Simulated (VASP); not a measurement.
Crystal: HfB2.

```
CELL_PARAMETERS angstrom
4.93261 0.00000 0.00000
0.00000 2.62653 2.82586
0.00000 -2.62653 2.82586
ATOMIC_POSITIONS crystal
Hf 0.25000 0.08695 0.07714
Hf 0.75000 0.07714 0.08695
B 0.25000 0.84326 0.69970
B 0.75000 0.69970 0.84326
B 0.00000 0.87024 0.87024
B 0.50000 0.87024 0.87024
```

```yaml
Program: VASP 6.6.1
Task: relaxation of cell and atoms
Functional: PBE
Potentials_or_basis: VASP PAW PBE potentials, release 64 (Hf_pv, B)
Cutoff: 600 eV
k_mesh: 4 × 4 × 4
Occupations: gaussian, width 0.1 eV
Spin: no spin polarisation
```

At the start: pressure 127.8 GPa; volume 12.20 Å³/atom.

Where does the relaxation end?

Over 42 steps the energy falls by 4038.0 meV/atom and the volume is 11.89 Å³/atom (-2.6 %); space group P4/mmm (No. 123, to 0.05 Å).

Step by step:
```
step  energy change (eV)  largest force (eV/Å)  pressure (GPa)  volume (Å³)
   1              0.0000               29.5330          127.81        73.22
   3             -6.8382                1.5917          -20.71       189.06
   5            -15.5961                3.6375          -19.03       117.56
   7            -18.2098                2.5257            5.83        86.23
   9            -21.3290                2.8302          -18.54        90.41
  11            -23.0703                2.6368            4.30        72.00
  13            -23.6980                1.0221            1.86        72.35
  15            -23.8429                0.4570           -1.38        73.01
  17            -23.9355                0.8746           -0.43        71.97
  19            -24.0104                0.3732            1.87        71.04
  21            -24.0746                0.5157            0.23        71.47
  23            -24.1360                0.3765           -2.06        72.13
  25            -24.1642                0.4488           -1.31        71.84
  27            -24.1882                0.2092            1.79        70.57
  29            -24.1988                0.2141            0.02        71.14
  31            -24.2090                0.1583           -0.97        71.71
  33            -24.2196                0.1567            0.94        70.95
  35            -24.2235                0.0964            0.06        71.20
  37            -24.2264                0.0770           -0.25        71.41
  39            -24.2272                0.0370            0.25        71.22
  41            -24.2277                0.0524            0.00        71.28
  42            -24.2281                0.0377           -0.07        71.31
```

Final structure:
```yaml
crystal:
  lattice:
    - [6.34650, 0.00000, 0.00000]
    - [0.00000, 2.37079, 2.36979]
    - [0.00000, -2.37079, 2.36979]
  atoms:
    - { symbol: Hf, position: [0.25000, 0.24314, 0.24199] }
    - { symbol: Hf, position: [0.75000, 0.24199, 0.24314] }
    - { symbol: B, position: [0.25000, 0.74394, 0.74217] }
    - { symbol: B, position: [0.75000, 0.74217, 0.74394] }
    - { symbol: B, position: [0.00000, 0.73815, 0.73815] }
    - { symbol: B, position: [0.50000, 0.73815, 0.73815] }
```

Caveat: the k points lie up to 0.47 Å⁻¹ apart in the final cell.
